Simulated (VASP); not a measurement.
# Be (Pm-3m) in VASP: further runs

Be is run at these levels: PBE; tasks: single point, relaxation of cell and atoms.

Everything below comes from runs of VASP 6.6.1. Logs are shortened: lines on timing, memory, paths and dates and some standing lists are left out, and cuts for length are marked.

## 1. The cell of the first run

It takes space group Pm-3m (No. 221, cubic). Conventional cell: a = 2.100 Å, b = 2.100 Å, c = 2.100 Å, α = 90.00°, β = 90.00°, γ = 90.00°. Within 2.8 Å of Be (site symmetry m-3m) lie 6 Be at 2.10 Å.

## 2. Single point, PBE

Input file INCAR:

```
SYSTEM = Be
ALGO = Normal
EDIFF = 1E-6
ENCUT = 520
GGA = PE
ISIF = 2
ISMEAR = 1
LASPH = .TRUE.
LCHARG = .FALSE.
LREAL = .FALSE.
LWAVE = .FALSE.
NBANDS = 7
NELM = 100
PREC = Accurate
SIGMA = 0.05
```

Input file KPOINTS:

```
k-points
0
G
  11 11 11
  0 0 0
```

Input file POSCAR:

```
Be
1.0
    2.0996799421      0.0000000000      0.0000000000
    0.0000000000      2.0996799421      0.0000000000
    0.0000000000      0.0000000000      2.0996799421
Be
1
Direct
    0.0000000000      0.0000000000      0.0000000000
```

Potentials or basis: VASP PAW PBE potentials, release 64 (Be).

Command:

```
> cat potpaw_PBE.64/Be/POTCAR > POTCAR
> mpirun -np 1 vasp_std > vasp.out
```

OUTCAR:

```text
SYSTEM = Be
   EDIFF = 1E-6
   ENCUT = 520
   GGA = PE
   ISIF = 2
   ISMEAR = 1
   LASPH = .TRUE.
   LREAL = .FALSE.
   NELM = 100
   PREC = Accurate

 ion  position               nearest neighbor table
   1  0.000  0.000  0.000-

  LATTYP: Found a simple cubic cell.
 ALAT       =     2.0996799421

  Lattice vectors:

 A1 = (   2.0996799421,   0.0000000000,   0.0000000000)
 A2 = (   0.0000000000,   2.0996799421,   0.0000000000)
 A3 = (   0.0000000000,   0.0000000000,   2.0996799421)

Analysis of symmetry for initial positions (statically):
=====================================================================
 Subroutine PRICEL returns:
 Original cell was already a primitive cell.

 Routine SETGRP: Setting up the symmetry group for a
 simple cubic supercell.

 Subroutine GETGRP returns: Found 48 space group operations
 (whereof 48 operations were pure point group operations)
 out of a pool of 48 trial point group operations.

The static configuration has the point symmetry O_h .

Analysis of symmetry for dynamics (positions and initial velocities):
=====================================================================
 Subroutine PRICEL returns:
 Original cell was already a primitive cell.

 Routine SETGRP: Setting up the symmetry group for a
 simple cubic supercell.

 Subroutine GETGRP returns: Found 48 space group operations
 (whereof 48 operations were pure point group operations)
 out of a pool of 48 trial point group operations.

The dynamic configuration has the point symmetry O_h .

 Subroutine INISYM returns: Found 48 space group operations
 (whereof 48 operations are pure point group operations),
 and found     1 'primitive' translations

----------------------------------------------------------------------------------------

                                     Primitive cell

  volume of cell :       9.2568

  direct lattice vectors                    reciprocal lattice vectors
     2.099679942  0.000000000  0.000000000     0.476263063  0.000000000  0.000000000
     0.000000000  2.099679942  0.000000000     0.000000000  0.476263063  0.000000000
     0.000000000  0.000000000  2.099679942     0.000000000  0.000000000  0.476263063

  length of vectors
     2.099679942  2.099679942  2.099679942     0.476263063  0.476263063  0.476263063

  position of ions in fractional coordinates (direct lattice)
     0.000000000  0.000000000  0.000000000

[... 69 lines left out ...]
   ISPIN  =      1    spin polarized calculation?
   LNONCOLLINEAR =      F non collinear calculations
   LSORBIT =      F    spin-orbit coupling
   LASPH  =      T    aspherical Exc in radial PAW
   ENCUT  =  520.0 eV  38.22 Ry    6.18 a.u.   3.90  3.90  3.90*2*pi/ulx,y,z
   NELM   =    100;   NELMIN=  2; NELMDL= -5     # of ELM steps
   EDIFF  = 0.1E-05   stopping-criterion for ELM
   LREAL  =      F    real-space projection
   EDIFFG = 0.1E-04   stopping-criterion for IOM
   NSW    =      0    number of steps for IOM
   IBRION =     -1    ionic relax: 0-MD 1-quasi-New 2-CG
   NFREE  =      0    steps in history (QN), initial steepest desc. (CG)
   ISIF   =      2    stress and relaxation
   ISYM   =      2    0-nonsym 1-usesym 2-fastsym
   POTIM  = 0.5000    time-step for ionic-motion
   TEBEG  =    0.0;   TEEND  =   0.0 temperature during run
   PSTRESS=    0.0 pullay stress
   NELECT =       2.0000    total number of electrons
   NUPDOWN=      -1.0000    fix difference up-down
   EMIN   =  10.00;   EMAX   =-10.00  energy-range for DOS
   EFERMI =   0.00;   METHOD = LEGACY
   ISMEAR =     1;   SIGMA  =   0.05  broadening in eV -4-tet -1-fermi 0-gaus
   EFERMI_NEDOS =   21; number of points for ismear=-14 and -15
   IALGO  =     38    algorithm
   IMIX   =      4    mixing-type and parameters
     AMIX     =   0.40;   BMIX     =  1.00
     AMIX_MAG =   1.60;   BMIX_MAG =  1.00
  volume/ion in A,a.u.               =       9.26        62.47
  Fermi-wavevector in a.u.,A,eV,Ry     =   0.982347  1.856367 13.129707  0.965006
  Thomas-Fermi vector in A             =   2.113423
   LORBIT       =      0    0 simple, 1 ext, 2 COOP (PROOUT), +10 PAW based schemes
   GGA     = PE    functional components
   LHFCALC =     F    Hartree Fock is set to
   AEXX    =    0.0000 exact exchange contribution
   IVDW    =     0    specifies the selected vdW correction
   LEPSILON=     F    determine dielectric tensor
   LRPA    =     F    only Hartree local field effects (RPA)
 non-spin polarized calculation
 Methfessel and Paxton  Order N= 1 SIGMA  =   0.05
  energy-cutoff  :      520.00
  volume of cell :        9.26
 maximum number of plane-waves:       271
 NGX is ok and might be reduce to    16
   NGX =  7   NGY =  7   NGZ =  7

 number of electron       2.0000000 magnetization

 Free energy of the ion-electron system (eV)
  ---------------------------------------------------
  ext. energy  EPLUGINS =         0.00000000
  ---------------------------------------------------
  free energy    TOTEN  =        -2.73658822 eV

  energy without entropy =       -2.73634525  energy(sigma->0) =       -2.73650723

 E-fermi :   5.6738     XC(G=0): -10.0833

 val. band max:        5.5454631060   @ k =   0.4545   0.1818   0.1818
 cond. band min:       5.6865054288   @ k =   0.4545   0.4545   0.0909
 fundamental gap:      0.1410423229
 Fermi energy:         5.6738346933

 k-point     1 :       0.0000    0.0000    0.0000
  band No.  band energies     occupation
      1      -4.6926      2.00000
      2      20.1480      0.00000
      3      20.1480      0.00000
      4      20.1480      0.00000
      5      25.9400      0.00000
      6      25.9400      0.00000
      7      35.7860      0.00000
[... 221 lines left out ...]
 k-point    24 :       0.2727    0.0909    0.0909
  band No.  band energies     occupation
      1      -2.3447      2.00000
      2      10.1664      0.00000
      3      18.9553      0.00000
      4      21.7288      0.00000
      5      31.7805      0.00000
      6      32.1448      0.00000
      7      37.4852      0.00000

 [... further k-points ...]
[... 5 lines left out ...]
  --------------------------------------------------------------------------------------
  -------------------------------------------------------------------------------------
  Total        0.5808070      0.5808070      0.5808070      0.0000000      0.0000000      0.0000000
  in kB      100.5270896    100.5270896    100.5270896      0.0000000      0.0000000      0.0000000
  external PRESSURE =     100.5270896 kB  Pullay stress =       0.0000000 kB

 VOLUME and BASIS-vectors are now :
 -----------------------------------------------------------------------------
  energy-cutoff  :      520.00
  volume of cell :        9.26
      direct lattice vectors                 reciprocal lattice vectors
     2.099679942  0.000000000  0.000000000     0.476263063  0.000000000  0.000000000
     0.000000000  2.099679942  0.000000000     0.000000000  0.476263063  0.000000000
     0.000000000  0.000000000  2.099679942     0.000000000  0.000000000  0.476263063

 POSITION                                       TOTAL-FORCE (eV/Angst)
 -----------------------------------------------------------------------------------
      0.00000      0.00000      0.00000         0.000000      0.000000      0.000000
 -----------------------------------------------------------------------------------
    total drift:                               -0.000000     -0.000000     -0.000000

  FREE ENERGIE OF THE ION-ELECTRON SYSTEM (eV)
  ---------------------------------------------------
  free  energy   TOTEN  =        -2.7365882208 eV

  energy  without entropy=       -2.7363452467  energy(sigma->0) =       -2.73650723
```

It took 1.8 s on 1 thread of Intel Xeon 6975P-C (Granite Rapids), shared host; peak memory 0.11 GiB.

Results:

```yaml
Free_energy: -2.7366 eV
Pressure: 10.1 GPa
Band_gap_on_the_k_mesh: zero (band 1 reaches 10.39 eV, above the bottom of band 2 at 4.37 eV)
```

Levels at points of the mesh, in eV from the Fermi level:
```tsv
k point	band 1	band 2	band 3	band 4	band 5
(0.00, 0.00, 0.00)	-10.37	14.47	14.47	14.47	20.27
```

## 3. Relaxation of cell and atoms, PBE

This run uses another cell than the first one, of 8.87 Å³/atom, 0.958 times its volume.

Input file INCAR:

```
PREC = Accurate ; ENCUT = 600
EDIFF = 1E-7 ; ISMEAR = 1
SIGMA = 0.05 ; LREAL = False
LASPH = True ; NELM = 100
ALGO = Normal ; ISIF = 3
LWAVE = False ; LCHARG = False
GGA = PE ; IBRION = 2
NSW = 80 ; EDIFFG = -0.01
```

Input file KPOINTS:

```
regular mesh
0
Gamma
  11 11 11
```

Input file POSCAR:

```
Be
1.0
    2.0700000000      0.0000000000      0.0000000000
    0.0000000000      2.0700000000      0.0000000000
    0.0000000000      0.0000000000      2.0700000000
Be
1
Direct
    0.0000000000      0.0000000000      0.0000000000
```

Potentials or basis: VASP PAW PBE potentials, release 64 (Be).

Command:

```
> cat potpaw_PBE.64/Be/POTCAR > POTCAR
> mpirun -np 1 vasp_std > vasp.out
```

It took 5.3 s on 1 thread of Intel Xeon 6975P-C (Granite Rapids), shared host; peak memory 0.12 GiB.

It converged, with:

```yaml
Free_energy: -2.7683 eV
Relaxed_volume: 10.33 Å³/atom
Relaxed_cell: a = 2.178 Å, b = 2.178 Å, c = 2.178 Å, α = 90.00°, β = 90.00°, γ = 90.00°
Space_group_after_relaxing_to_0.05_Å: Pm-3m (No. 221)
Energy_gained_by_relaxing: 61.7 meV/atom
Ionic_steps: 4
Pressure_after_relaxing: 0.0 GPa
Band_gap_on_the_k_mesh: zero (band 1 reaches 9.20 eV, above the bottom of band 2 at 3.41 eV)
```

The path:
```csv
step,energy change (eV),largest force (eV/Å),pressure (GPa),volume (Å³)
1,0.0000,0.0000,15.05,8.87
2,-0.0587,0.0000,2.84,9.98
3,-0.0616,0.0000,-0.47,10.39
4,-0.0617,0.0000,-0.02,10.33
```

Final structure:
```cif
data_structure
_symmetry_space_group_name_H-M 'P 1'
_symmetry_Int_Tables_number 1
_cell_length_a 2.1780
_cell_length_b 2.1780
_cell_length_c 2.1780
_cell_angle_alpha 90.000
_cell_angle_beta 90.000
_cell_angle_gamma 90.000
_cell_volume 10.33
loop_
_atom_site_label
_atom_site_type_symbol
_atom_site_fract_x
_atom_site_fract_y
_atom_site_fract_z
_atom_site_occupancy
Be1 Be 0.00000 0.00000 0.00000 1
```

Levels at points of the mesh, in eV from the Fermi level:
```tsv
k point	band 1	band 2	band 3	band 4	band 5
(0.00, 0.00, 0.00)	-9.68	13.44	13.44	13.44	19.09
```

Caveat: the volume moved by over 15 % at a fixed basis, so the end points are rough.

## 4. Relaxation of cell and atoms, PBE, target pressure 10 GPa, at which the enthalpy is minimised

This run uses another cell than the first one, of 8.87 Å³/atom, 0.958 times its volume.

Input file INCAR:

```
SYSTEM = Be
ALGO = Normal ; EDIFF = 1E-6
EDIFFG = -0.01 ; ENCUT = 600
GGA = PE ; IBRION = 2
ISIF = 3 ; ISMEAR = 1
LASPH = .True. ; LCHARG = .False.
LREAL = .False. ; LWAVE = .False.
NELM = 80 ; NSW = 80
PREC = Accurate ; PSTRESS = 100.0
SIGMA = 0.05
```

Input file KPOINTS:

```
k-points
0
Gamma
  11 11 11
  0 0 0
```

POSCAR is that of step 3.

Potentials or basis: VASP PAW PBE potentials, release 64 (Be).

Command:

```
> cat potpaw_PBE.64/Be/POTCAR > POTCAR
> mpirun -np 1 vasp_std > vasp.out
```

OUTCAR:

```text
SYSTEM = Be
   EDIFF = 1E-6
   EDIFFG = -0.01
   ENCUT = 600
   GGA = PE
   IBRION = 2
   ISIF = 3
   ISMEAR = 1
   LASPH = .True.
   LREAL = .False.
   NELM = 80
   NSW = 80
   PREC = Accurate
   PSTRESS = 100.0

 ion  position               nearest neighbor table
   1  0.000  0.000  0.000-

  LATTYP: Found a simple cubic cell.
 ALAT       =     2.0700000000

  Lattice vectors:

 A1 = (   2.0700000000,   0.0000000000,   0.0000000000)
 A2 = (   0.0000000000,   2.0700000000,   0.0000000000)
 A3 = (   0.0000000000,   0.0000000000,   2.0700000000)

Analysis of symmetry for initial positions (statically):
=====================================================================
 Subroutine PRICEL returns:
 Original cell was already a primitive cell.

[... 244 lines left out ...]

 Free energy of the ion-electron system (eV)
  ---------------------------------------------------
  ext. energy  EPLUGINS =         0.00000000
  ---------------------------------------------------
  free energy    TOTEN  =        -2.73700011 eV

  energy without entropy =       -2.73675147  energy(sigma->0) =       -2.73691723

 E-fermi :   5.6684     XC(G=0): -10.0810

 val. band max:        5.5393032895   @ k =   0.4545   0.1818   0.1818
 cond. band min:       5.6814731009   @ k =   0.4545   0.4545   0.0909
 fundamental gap:      0.1421698114
 Fermi energy:         5.6683633201

 k-point     1 :       0.0000    0.0000    0.0000
  band No.  band energies     occupation
      1      -4.6940      2.00000
      2      20.1354      0.00000
      3      20.1354      0.00000
      4      20.1354      0.00000
      5      25.9263      0.00000
[... 177 lines left out ...]
 k-point    24 :       0.2727    0.0909    0.0909
  band No.  band energies     occupation
      1      -2.3468      2.00000
      2      10.1587      0.00000
      3      18.9435      0.00000
      4      21.7147      0.00000
      5      31.7629      0.00000

 [... further k-points ...]
[... 5 lines left out ...]
  --------------------------------------------------------------------------------------
  -------------------------------------------------------------------------------------
  Total        0.5772867      0.5772867      0.5772867      0.0000000      0.0000000     -0.0000000
  in kB       99.8481625     99.8481625     99.8481625      0.0000000      0.0000000     -0.0000000
  external PRESSURE =      -0.1518375 kB  Pullay stress =     100.0000000 kB
[... 20 lines left out ...]
  energy  without entropy=       -2.7367514733  energy(sigma->0) =       -2.73691723

  enthalpy is  TOTEN    =        -2.1588355360 eV   P V=        0.5781645787

 reached required accuracy - stopping structural energy minimisation
```

CONTCAR:

```text
Be
   1.00000000000000
     2.1001679238538467    0.0000000000000000   -0.0000000000000000
    -0.0000000000000000    2.1001679238538467    0.0000000000000000
     0.0000000000000000    0.0000000000000000    2.1001679238538467
  Be
     1
Direct
     0.0000000000000000    0.0000000000000000    0.0000000000000000

  0.00000000E+00  0.00000000E+00  0.00000000E+00
```

Run time: 3.7 s. Hardware: 1 thread of Intel Xeon 6975P-C (Granite Rapids), shared host; peak memory 0.11 GiB.

Results:

```
Free energy                                            : -2.7370 eV
Relaxed volume                                         : 9.26 Å³/atom
Relaxed cell                                           : a = 2.100 Å, b = 2.100 Å, c = 2.100 Å, α = 90.00°, β = 90.00°, γ = 90.00°
Space group after relaxing (to 0.05 Å)                 : Pm-3m (No. 221)
Energy change on relaxing (the enthalpy is what falls) : -30.4 meV/atom
Ionic steps                                            : 3
Pressure after relaxing                                : 10.0 GPa
Band gap on the k mesh                                 : zero (band 1 reaches 10.38 eV, above the bottom of band 2 at 4.36 eV)
```

The path:
| step | energy change (eV) | largest force (eV/Å) | pressure (GPa) | volume (Å³) |
| --- | --- | --- | --- | --- |
| 1 | 0.0000 | 0.0000 | 15.05 | 8.87 |
| 2 | -0.0285 | 0.0000 | 10.31 | 9.23 |
| 3 | -0.0304 | 0.0000 | 9.98 | 9.26 |

Final structure:
```
Be
1.0
     2.10017    0.00000    0.00000
     0.00000    2.10017    0.00000
     0.00000    0.00000    2.10017
Be
1
Direct
  0.00000 0.00000 0.00000
```

Caveat: the cell is relaxed towards a set pressure, so the enthalpy falls and the energy may rise.

## 5. Relaxation of cell and atoms, PBE, target pressure 20 GPa, at which the enthalpy is minimised

This run uses another cell than the first one, of 8.87 Å³/atom, 0.958 times its volume.

Input file INCAR:

```
ALGO = Normal
EDIFF = 1E-7
EDIFFG = -0.01
ENCUT = 600
GGA = PE
IBRION = 2
ISIF = 3
ISMEAR = 1
LASPH = True
LCHARG = False
LREAL = False
LWAVE = False
NELM = 100
NSW = 80
PREC = Accurate
PSTRESS = 200.0
SIGMA = 0.05
```

Input file KPOINTS:

```
k-points
0
Gamma
  11 11 11
```

POSCAR is that of step 4.

Command:

```
> cat potpaw_PBE.64/Be/POTCAR > POTCAR
> mpirun -np 1 vasp_std > vasp.out
```

It took 3.3 s on 1 thread of Intel Xeon 6975P-C (Granite Rapids), shared host; peak memory 0.11 GiB.

The run converged. Its results:

* Free energy: -2.6687 eV
* Relaxed volume: 8.52 Å³/atom
* Relaxed cell: a = 2.043 Å, b = 2.043 Å, c = 2.043 Å, α = 90.00°, β = 90.00°, γ = 90.00°
* Space group after relaxing (to 0.05 Å): Pm-3m (No. 221)
* Energy change on relaxing (the enthalpy is what falls): +37.9 meV/atom
* Ionic steps: 2
* Pressure after relaxing: 19.9 GPa
* Band gap on the k mesh: zero (band 1 reaches 11.35 eV, above the bottom of band 2 at 5.17 eV)

The path:
| step | energy change (eV) | largest force (eV/Å) | pressure (GPa) | volume (Å³) |
| --- | --- | --- | --- | --- |
| 1 | 0.0000 | 0.0000 | 15.05 | 8.87 |
| 2 | 0.0379 | 0.0000 | 19.94 | 8.52 |

Final structure:
```
Be
1.0
     2.04264    0.00000    0.00000
     0.00000    2.04264    0.00000
     0.00000    0.00000    2.04264
Be
1
Direct
  0.00000 0.00000 0.00000
```

Levels at points of the mesh, in eV from the Fermi level:
```
           k point  band 1  band 2  band 3  band 4  band 5
(0.00, 0.00, 0.00)  -10.83   15.38   15.38   15.38   21.28
```

Caveat: the cell is relaxed towards a set pressure, so the enthalpy falls and the energy may rise.

## 6. Relaxation of cell and atoms, PBE, target pressure 30 GPa, at which the enthalpy is minimised

This run uses another cell than the first one, of 8.87 Å³/atom, 0.958 times its volume.

Input file INCAR:

```
PREC     = Accurate       # precision mode
ENCUT    = 600            # plane-wave cutoff, eV
EDIFF    = 1E-6           # SCF threshold, eV
ISMEAR   = 1              # smearing method
SIGMA    = 0.05           # smearing width, eV
LREAL    = False          # projectors in reciprocal space
LASPH    = True           # aspherical terms in the spheres
NELM     = 60             # most SCF steps
ALGO     = Normal         # electronic algorithm
ISIF     = 3              # what is computed and relaxed
LWAVE    = False          # write WAVECAR
LCHARG   = False          # write CHGCAR
GGA      = PE             # functional
IBRION   = 2              # ionic algorithm
NSW      = 80             # ionic steps
EDIFFG   = -0.01          # ionic threshold
PSTRESS  = 300.0
```

Input file KPOINTS:

```
regular mesh
0
Gamma
  11 11 11
```

POSCAR is that of step 5.

Potentials or basis: VASP PAW PBE potentials, release 64 (Be).

Command:

```
> cat potpaw_PBE.64/Be/POTCAR > POTCAR
> mpirun -np 1 vasp_std > vasp.out
```

Wall time 4 s (1 thread of Intel Xeon 6975P-C (Granite Rapids), shared host); peak memory 0.11 GiB.

The run converged. Its results:

* Free energy: -2.5811 eV
* Relaxed volume: 7.95 Å³/atom
* Relaxed cell: a = 1.996 Å, b = 1.996 Å, c = 1.996 Å, α = 90.00°, β = 90.00°, γ = 90.00°
* Space group after relaxing (to 0.05 Å): Pm-3m (No. 221)
* Energy change on relaxing (the enthalpy is what falls): +125.5 meV/atom
* Ionic steps: 3
* Pressure after relaxing: 30.0 GPa
* Band gap on the k mesh: zero (band 1 reaches 12.19 eV, above the bottom of band 2 at 5.89 eV)

The path:
| step | energy change (eV) | largest force (eV/Å) | pressure (GPa) | volume (Å³) |
| --- | --- | --- | --- | --- |
| 1 | 0.0000 | 0.0000 | 15.05 | 8.87 |
| 2 | 0.1456 | 0.0000 | 32.26 | 7.85 |
| 3 | 0.1255 | 0.0000 | 30.01 | 7.95 |

Final structure:
```cif
data_structure
_symmetry_space_group_name_H-M 'P 1'
_symmetry_Int_Tables_number 1
_cell_length_a 1.9961
_cell_length_b 1.9961
_cell_length_c 1.9961
_cell_angle_alpha 90.000
_cell_angle_beta 90.000
_cell_angle_gamma 90.000
_cell_volume 7.95
loop_
_atom_site_label
_atom_site_type_symbol
_atom_site_fract_x
_atom_site_fract_y
_atom_site_fract_z
_atom_site_occupancy
Be1 Be 0.00000 0.00000 0.00000 1
```

Levels at points of the mesh, in eV from the Fermi level:
```tsv
k point	band 1	band 2	band 3	band 4	band 5
(0.00, 0.00, 0.00)	-11.30	16.10	16.10	16.10	22.10
```

Caveat: the cell is relaxed towards a set pressure, so the enthalpy falls and the energy may rise.

## 7. Summary

| task | cell | cutoff (eV) | gap on the mesh (eV) | pressure (GPa) |
| --- | --- | --- | --- | --- |
| single point | a = 2.100 Å, 1 atom | 520 | none | 10.1 |
| relaxation of cell and atoms | relaxed from a = 2.070 Å, 1 atom | 600 | none | 0.0 |
| relaxation of cell and atoms | relaxed to 10 GPa from a = 2.070 Å, 1 atom | 600 | none | 10.0 |
| relaxation of cell and atoms | relaxed to 20 GPa from a = 2.070 Å, 1 atom | 600 | none | 19.9 |
| relaxation of cell and atoms | relaxed to 30 GPa from a = 2.070 Å, 1 atom | 600 | none | 30.0 |

Alike in all rows: level PBE; potentials or basis VASP PAW PBE potentials, release 64 (Be); no spin polarisation; k mesh 11 × 11 × 11; smearing methfessel-paxton 0.05 eV.

Caveats: the cell is relaxed towards a set pressure, so the enthalpy falls and the energy may rise (some runs); the volume moved by over 15 % at a fixed basis, so the end points are rough (some runs).

Total energies depend on the potentials used, so only differences within one code and one set of settings carry meaning.
